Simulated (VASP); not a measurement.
# TiN (Osbornite) (Fm-3m) in VASP: notebook

The runs below take TiN (Osbornite) through relaxation of cell and atoms, with PBEsol.

Everything below comes from runs of VASP 6.6.1. Logs are shortened: lines on timing, memory, paths and dates and some standing lists are left out, and cuts for length are marked.

## (1) The cell of the first run

It takes space group Fm-3m (No. 225, cubic). Conventional cell: a = 4.238 Å, b = 4.238 Å, c = 4.238 Å, α = 90.00°, β = 90.00°, γ = 90.00°. Within 2.8 Å of Ti (site symmetry m-3m) lie 6 N at 2.12 Å. Within 2.8 Å of N (site symmetry m-3m) lie 6 Ti at 2.12 Å.

## (2) Relaxation of cell and atoms, PBEsol, target pressure -2 GPa, at which the enthalpy is minimised

File INCAR:

```
PREC     = Accurate       # precision mode
ENCUT    = 600            # plane-wave cutoff, eV
EDIFF    = 1E-6           # SCF threshold, eV
ISMEAR   = 1              # smearing method
SIGMA    = 0.2            # smearing width, eV
LREAL    = F              # projectors in reciprocal space
LASPH    = T              # aspherical terms in the spheres
NELM     = 80             # most SCF steps
ALGO     = Normal         # electronic algorithm
ISIF     = 3              # what is computed and relaxed
LWAVE    = F              # write WAVECAR
LCHARG   = F              # write CHGCAR
GGA      = PS             # functional
IBRION   = 2              # ionic algorithm
NSW      = 80             # ionic steps
EDIFFG   = -0.01          # ionic threshold
PSTRESS  = -20.0
```

File KPOINTS:

```
Automatic mesh
0
Gamma
  9 9 9
```

File POSCAR:

```
TiN
1.0
    0.0000000000      2.1190000000      2.1190000000
    2.1190000000      0.0000000000      2.1190000000
    2.1190000000      2.1190000000      0.0000000000
Ti N
1 1
Direct
    0.0000000000      0.0000000000      0.0000000000
    0.5000000000      0.5000000000      0.5000000000
```

Potentials or basis: VASP PAW PBE potentials, release 64 (Ti_sv, N).

Command:

```bash
cat potpaw_PBE.64/Ti_sv/POTCAR potpaw_PBE.64/N/POTCAR > POTCAR
mpirun -np 1 vasp_std > vasp.out
```

OUTCAR:

```text
PREC = Accurate
   ENCUT = 600
   EDIFF = 1E-6
   ISMEAR = 1
   LREAL = F
   LASPH = T
   NELM = 80
   ISIF = 3
   GGA = PS
   IBRION = 2
   NSW = 80
   EDIFFG = -0.01
   PSTRESS = -20.0

 ion  position               nearest neighbor table
   1  0.000  0.000  0.000-   2 2.12   2 2.12   2 2.12   2 2.12   2 2.12   2 2.12
   2  0.500  0.500  0.500-   1 2.12   1 2.12   1 2.12   1 2.12   1 2.12   1 2.12

  LATTYP: Found a face centered cubic cell.
 ALAT       =     4.2380000000

  Lattice vectors:

 A1 = (   0.0000000000,   2.1190000000,   2.1190000000)
 A2 = (   2.1190000000,   0.0000000000,   2.1190000000)
 A3 = (   2.1190000000,   2.1190000000,   0.0000000000)

Analysis of symmetry for initial positions (statically):
=====================================================================
 Subroutine PRICEL returns:
 Original cell was already a primitive cell.

 Routine SETGRP: Setting up the symmetry group for a
 face centered cubic supercell.

 Subroutine GETGRP returns: Found 48 space group operations
 (whereof 48 operations were pure point group operations)
 out of a pool of 48 trial point group operations.

The static configuration has the point symmetry O_h .

Analysis of symmetry for dynamics (positions and initial velocities):
=====================================================================
 Subroutine PRICEL returns:
 Original cell was already a primitive cell.

 Routine SETGRP: Setting up the symmetry group for a
 face centered cubic supercell.

 Subroutine GETGRP returns: Found 48 space group operations
 (whereof 48 operations were pure point group operations)
 out of a pool of 48 trial point group operations.

The dynamic configuration has the point symmetry O_h .

 Subroutine INISYM returns: Found 48 space group operations
 (whereof 48 operations are pure point group operations),
 and found     1 'primitive' translations

----------------------------------------------------------------------------------------

                                     Primitive cell

  volume of cell :      19.0293

  direct lattice vectors                    reciprocal lattice vectors
     0.000000000  2.119000000  2.119000000    -0.235960359  0.235960359  0.235960359
     2.119000000  0.000000000  2.119000000     0.235960359 -0.235960359  0.235960359
     2.119000000  2.119000000  0.000000000     0.235960359  0.235960359 -0.235960359

  length of vectors
     2.996718539  2.996718539  2.996718539     0.408695330  0.408695330  0.408695330

  position of ions in fractional coordinates (direct lattice)
     0.000000000  0.000000000  0.000000000
     0.500000000  0.500000000  0.500000000

  ion indices of the primitive-cell ions
   primitive index   ion index
                 1           1
                 2           2

----------------------------------------------------------------------------------------

 KPOINTS: Automatic mesh

Automatic generation of k-mesh.
 Grid dimensions read from file:
 generate k-points for:    9    9    9

 Generating k-lattice:

  Cartesian coordinates                     Fractional coordinates (reciprocal lattice)
    -0.026217818  0.026217818  0.026217818     0.111111111  0.000000000  0.000000000
     0.026217818 -0.026217818  0.026217818     0.000000000  0.111111111  0.000000000
     0.026217818  0.026217818 -0.026217818     0.000000000  0.000000000  0.111111111

  Length of vectors
     0.045410592  0.045410592  0.045410592

  Shift w.r.t. Gamma in fractional coordinates (k-lattice)
     0.000000000  0.000000000  0.000000000

 Subroutine IBZKPT returns following result:
 ===========================================

 Found     35 irreducible k-points:

 Following reciprocal coordinates:
            Coordinates               Weight
  0.000000  0.000000  0.000000      1.000000
  0.111111  0.000000  0.000000      8.000000
  0.222222  0.000000  0.000000      8.000000
  0.333333  0.000000  0.000000      8.000000
  0.444444  0.000000  0.000000      8.000000
  0.111111  0.111111  0.000000      6.000000
[... 16 lines left out ...]
 -0.333333  0.333333  0.000000     12.000000
  0.444444  0.444444  0.000000      6.000000
 [... further k-points ...]
   k-points           NKPTS =     35   k-points in BZ     NKDIM =     35   number of bands    NBANDS=     12
   number of dos      NEDOS =    301   number of ions     NIONS =      2
   total plane-waves  NPLWV =  13824
   dimension x,y,z NGX =    24 NGY =   24 NGZ =   24
   dimension x,y,z NGXF=    48 NGYF=   48 NGZF=   48
   ions per type =               1   1
   NGX,Y,Z   is equivalent  to a cutoff of  13.31, 13.31, 13.31 a.u.
   NGXF,Y,Z  is equivalent  to a cutoff of  26.63, 26.63, 26.63 a.u.
 SYSTEM =  unknown system
   PREC   = accura    normal or accurate (medium, high low for compatibility)
   ISTART =      0    job   : 0-new  1-cont  2-samecut
   ICHARG =      2    charge: 1-file 2-atom 10-const
   ISPIN  =      1    spin polarized calculation?
   LNONCOLLINEAR =      F non collinear calculations
   LSORBIT =      F    spin-orbit coupling
   LASPH  =      T    aspherical Exc in radial PAW
   ENCUT  =  600.0 eV  44.10 Ry    6.64 a.u.   5.99  5.99  5.99*2*pi/ulx,y,z
   NELM   =     80;   NELMIN=  2; NELMDL= -5     # of ELM steps
   EDIFF  = 0.1E-05   stopping-criterion for ELM
   LREAL  =      F    real-space projection
   EDIFFG = -.1E-01   stopping-criterion for IOM
   NSW    =     80    number of steps for IOM
   IBRION =      2    ionic relax: 0-MD 1-quasi-New 2-CG
   NFREE  =      1    steps in history (QN), initial steepest desc. (CG)
   ISIF   =      3    stress and relaxation
   ISYM   =      2    0-nonsym 1-usesym 2-fastsym
   POTIM  = 0.5000    time-step for ionic-motion
   TEBEG  =    0.0;   TEEND  =   0.0 temperature during run
   PSTRESS=  -20.0 pullay stress
   NELECT =      17.0000    total number of electrons
   NUPDOWN=      -1.0000    fix difference up-down
   EMIN   =  10.00;   EMAX   =-10.00  energy-range for DOS
   EFERMI =   0.00;   METHOD = LEGACY
   ISMEAR =     1;   SIGMA  =   0.20  broadening in eV -4-tet -1-fermi 0-gaus
   EFERMI_NEDOS =   21; number of points for ismear=-14 and -15
   IALGO  =     38    algorithm
   IMIX   =      4    mixing-type and parameters
     AMIX     =   0.40;   BMIX     =  1.00
     AMIX_MAG =   1.60;   BMIX_MAG =  1.00
  volume/ion in A,a.u.               =       9.51        64.21
  Fermi-wavevector in a.u.,A,eV,Ry     =   1.576704  2.979539 33.824024  2.485996
  Thomas-Fermi vector in A             =   2.677497
   LORBIT       =      0    0 simple, 1 ext, 2 COOP (PROOUT), +10 PAW based schemes
   GGA     = PS    functional components
   LHFCALC =     F    Hartree Fock is set to
   AEXX    =    0.0000 exact exchange contribution
   IVDW    =     0    specifies the selected vdW correction
   LEPSILON=     F    determine dielectric tensor
   LRPA    =     F    only Hartree local field effects (RPA)
 conjugate gradient relaxation of ions
 non-spin polarized calculation
 Methfessel and Paxton  Order N= 1 SIGMA  =   0.20
  energy-cutoff  :      600.00
  volume of cell :       19.03
 maximum number of plane-waves:       650
   NGX = 11   NGY = 11   NGZ = 11

--------------------------------------- Ionic step        1  -------------------------------------------

 number of electron      17.0000001 magnetization

 Free energy of the ion-electron system (eV)
  ---------------------------------------------------
  ext. energy  EPLUGINS =         0.00000000
  ---------------------------------------------------
  free energy    TOTEN  =       -20.77927757 eV

  energy without entropy =      -20.77926410  energy(sigma->0) =      -20.77927308

------------------------ aborting loop because EDIFF is reached ----------------------------------------

  FORCE on cell =-STRESS in cart. coord.  units (eV):
  Direction    XX          YY          ZZ          XY          YZ          ZX
  --------------------------------------------------------------------------------------
  -------------------------------------------------------------------------------------
  Total       -0.7929260     -0.7929260     -0.7929260     -0.0000000     -0.0000000      0.0000000
  in kB      -66.7606224    -66.7606224    -66.7606224     -0.0000000     -0.0000000      0.0000000
  external PRESSURE =     -46.7606224 kB  Pullay stress =     -20.0000000 kB
[... 61 lines left out ...]
  enthalpy is  TOTEN    =       -21.0113828390 eV   P V=       -0.2281235577

--------------------------------------- Ionic step        3  -------------------------------------------

 number of electron      16.9999999 magnetization

 Free energy of the ion-electron system (eV)
  ---------------------------------------------------
  ext. energy  EPLUGINS =         0.00000000
  ---------------------------------------------------
  free energy    TOTEN  =       -20.78765773 eV

  energy without entropy =      -20.78767588  energy(sigma->0) =      -20.78766378

 E-fermi :  11.4831     XC(G=0): -13.3283

 val. band max:       11.4577161203   @ k =   0.1111   0.0000   0.0000
 cond. band min:      11.5695687744   @ k =   0.4444   0.2222   0.1111
 fundamental gap:      0.1118526540
 Fermi energy:        11.4831235204

 k-point     1 :       0.0000    0.0000    0.0000
  band No.  band energies     occupation
      1     -46.0222      2.00000
      2     -22.0874      2.00000
      3     -22.0874      2.00000
      4     -22.0874      2.00000
      5      -5.5860      2.00000
      6       9.5292      2.00000
      7       9.5292      2.00000
      8       9.5292      2.00000
      9      10.9155      2.00045
     10      10.9155      2.00045
     11      10.9155      2.00045
     12      12.1506     -0.00003
[... 331 lines left out ...]
 k-point    24 :       0.4444    0.4444    0.0000
  band No.  band energies     occupation
      1     -45.8835      2.00000
      2     -22.6570      2.00000
      3     -22.3045      2.00000
      4     -22.3045      2.00000
      5      -4.1339      2.00000
      6       5.5600      2.00000
      7       8.3048      2.00000
      8       8.3048      2.00000
      9       8.4289      2.00000
     10      13.2208     -0.00000
     11      14.0604     -0.00000
     12      14.0604     -0.00000

 [... further k-points ...]
[... 5 lines left out ...]
  --------------------------------------------------------------------------------------
  -------------------------------------------------------------------------------------
  Total       -0.2323200     -0.2323200     -0.2323200      0.0000000      0.0000000      0.0000000
  in kB      -19.8825084    -19.8825084    -19.8825084      0.0000000      0.0000000      0.0000000
  external PRESSURE =       0.1174916 kB  Pullay stress =     -20.0000000 kB
[... 17 lines left out ...]
  FREE ENERGIE OF THE ION-ELECTRON SYSTEM (eV)
  ---------------------------------------------------
  free  energy   TOTEN  =       -20.7876577318 eV

  energy  without entropy=      -20.7876758773  energy(sigma->0) =      -20.78766378

  enthalpy is  TOTEN    =       -21.0213505830 eV   P V=       -0.2336928512

 reached required accuracy - stopping structural energy minimisation
```

Run time: 83 s. Hardware: 1 thread of AMD EPYC 7R13, shared host; peak memory 0.12 GiB.

What came out:

```yaml
Free_energy: -20.7877 eV
Relaxed_volume: 9.36 Å³/atom
Relaxed_cell: a = 2.980 Å, b = 2.980 Å, c = 2.980 Å, α = 60.00°, β = 60.00°, γ = 60.00°
Space_group_after_relaxing_to_0.05_Å: Fm-3m (No. 225)
Energy_change_on_relaxing_the_enthalpy_is_what_falls: -4.2 meV/atom
Ionic_steps: 3
Pressure_after_relaxing: -2.0 GPa
```

Step by step:
```csv
step,energy change (eV),largest force (eV/Å),pressure (GPa),volume (Å³)
1,0.0000,0.0000,-6.68,19.03
2,-0.0040,0.0000,5.37,18.27
3,-0.0084,0.0000,-1.99,18.72
```

Final structure:
```cif
data_structure
_symmetry_space_group_name_H-M 'P 1'
_symmetry_Int_Tables_number 1
_cell_length_a 2.9804
_cell_length_b 2.9804
_cell_length_c 2.9804
_cell_angle_alpha 60.000
_cell_angle_beta 60.000
_cell_angle_gamma 60.000
_cell_volume 18.72
loop_
_atom_site_label
_atom_site_type_symbol
_atom_site_fract_x
_atom_site_fract_y
_atom_site_fract_z
_atom_site_occupancy
Ti1 Ti 0.00000 0.00000 0.00000 1
N1 N 0.50000 0.50000 0.50000 1
```

Caveat: the cell is relaxed towards a set pressure, so the enthalpy falls and the energy may rise; the PAW data sets were made with another functional, which shifts forces and pressure a little.

## (3) Relaxation of cell and atoms, PBEsol

File INCAR:

```
SYSTEM = TiN
PREC = Accurate
ENCUT = 600
EDIFF = 1E-6
ISMEAR = 1
SIGMA = 0.2
LREAL = .False.
LASPH = .True.
NELM = 60
ALGO = Normal
ISIF = 3
LWAVE = .False.
LCHARG = .False.
GGA = PS
IBRION = 2
NSW = 80
EDIFFG = -0.01
```

File KPOINTS:

```
Automatic mesh
0
Gamma
  9 9 9
  0 0 0
```

POSCAR is that of step 2.

Potentials or basis: VASP PAW PBE potentials, release 64 (Ti_sv, N).

Command:

```bash
cat potpaw_PBE.64/Ti_sv/POTCAR potpaw_PBE.64/N/POTCAR > POTCAR
mpirun -np 1 vasp_std > vasp.out
```

OUTCAR:

```text
SYSTEM = TiN
   PREC = Accurate
   ENCUT = 600
   EDIFF = 1E-6
   ISMEAR = 1
   LREAL = .False.
   LASPH = .True.
   NELM = 60
   ISIF = 3
   GGA = PS
   IBRION = 2
   NSW = 80
   EDIFFG = -0.01

 ion  position               nearest neighbor table
   1  0.000  0.000  0.000-   2 2.12   2 2.12   2 2.12   2 2.12   2 2.12   2 2.12
   2  0.500  0.500  0.500-   1 2.12   1 2.12   1 2.12   1 2.12   1 2.12   1 2.12

  LATTYP: Found a face centered cubic cell.
 ALAT       =     4.2380000000

  Lattice vectors:

 A1 = (   0.0000000000,   2.1190000000,   2.1190000000)
 A2 = (   2.1190000000,   0.0000000000,   2.1190000000)
 A3 = (   2.1190000000,   2.1190000000,   0.0000000000)

Analysis of symmetry for initial positions (statically):
=====================================================================
[... 259 lines left out ...]
 fundamental gap:      0.1120531578
 Fermi energy:        11.5735369453

 k-point     1 :       0.0000    0.0000    0.0000
  band No.  band energies     occupation
      1     -45.9214      2.00000
      2     -21.9814      2.00000
      3     -21.9814      2.00000
      4     -21.9814      2.00000
      5      -5.5356      2.00000
      6       9.6118      2.00000
      7       9.6118      2.00000
      8       9.6118      2.00000
      9      11.0004      2.00039
     10      11.0004      2.00039
     11      11.0004      2.00039
     12      12.2481     -0.00002
[... 331 lines left out ...]
 k-point    24 :       0.4444    0.4444    0.0000
  band No.  band energies     occupation
      1     -45.7785      2.00000
      2     -22.5646      2.00000
      3     -22.2035      2.00000
      4     -22.2035      2.00000
      5      -4.0801      2.00000
      6       5.6341      2.00000
      7       8.3860      2.00000
      8       8.3860      2.00000
      9       8.4908      2.00000
     10      13.3292     -0.00000
     11      14.1783     -0.00000
     12      14.1783     -0.00000

 [... further k-points ...]
[... 5 lines left out ...]
  --------------------------------------------------------------------------------------
  -------------------------------------------------------------------------------------
  Total       -0.0037287     -0.0037287     -0.0037287      0.0000000      0.0000000      0.0000000
  in kB       -0.3212340     -0.3212340     -0.3212340      0.0000000      0.0000000      0.0000000
  external PRESSURE =      -0.3212340 kB  Pullay stress =       0.0000000 kB
[... 17 lines left out ...]
  FREE ENERGIE OF THE ION-ELECTRON SYSTEM (eV)
  ---------------------------------------------------
  free  energy   TOTEN  =       -20.7884761569 eV

  energy  without entropy=      -20.7885075276  energy(sigma->0) =      -20.78848661

 reached required accuracy - stopping structural energy minimisation
```

Run time: 80 s. Hardware: 1 thread of AMD EPYC 7R13, shared host; peak memory 0.12 GiB.

What came out:

```
Free energy                            : -20.7885 eV
Relaxed volume                         : 9.30 Å³/atom
Relaxed cell                           : a = 2.974 Å, b = 2.974 Å, c = 2.974 Å, α = 60.00°, β = 60.00°, γ = 60.00°
Space group after relaxing (to 0.05 Å) : Fm-3m (No. 225)
Energy gained by relaxing              : 4.6 meV/atom
Ionic steps                            : 3
Pressure after relaxing                : 0.0 GPa
```

The path:
```tsv
step	energy change (eV)	largest force (eV/Å)	pressure (GPa)	volume (Å³)
1	0.0000	0.0000	-6.68	19.03
2	0.0123	0.0000	11.15	17.96
3	-0.0092	0.0000	-0.03	18.60
```

Final structure:
```yaml
crystal:
  lattice:
    - [0.00000, 2.10284, 2.10284]
    - [2.10284, 0.00000, 2.10284]
    - [2.10284, 2.10284, 0.00000]
  atoms:
    - { symbol: Ti, position: [0.00000, 0.00000, 0.00000] }
    - { symbol: N, position: [0.50000, 0.50000, 0.50000] }
```

Levels at points of the mesh, in eV from the Fermi level:
| k point | band 7 | band 8 | band 9 | band 10 | band 11 | band 12 |
| --- | --- | --- | --- | --- | --- | --- |
| (0.00, 0.00, 0.00) | -1.96 | -1.96 | -0.57 | -0.57 | -0.57 | 0.67 |

Caveat: the PAW data sets were made with another functional, which shifts forces and pressure a little.

(Part 1 of 2 ends here.)
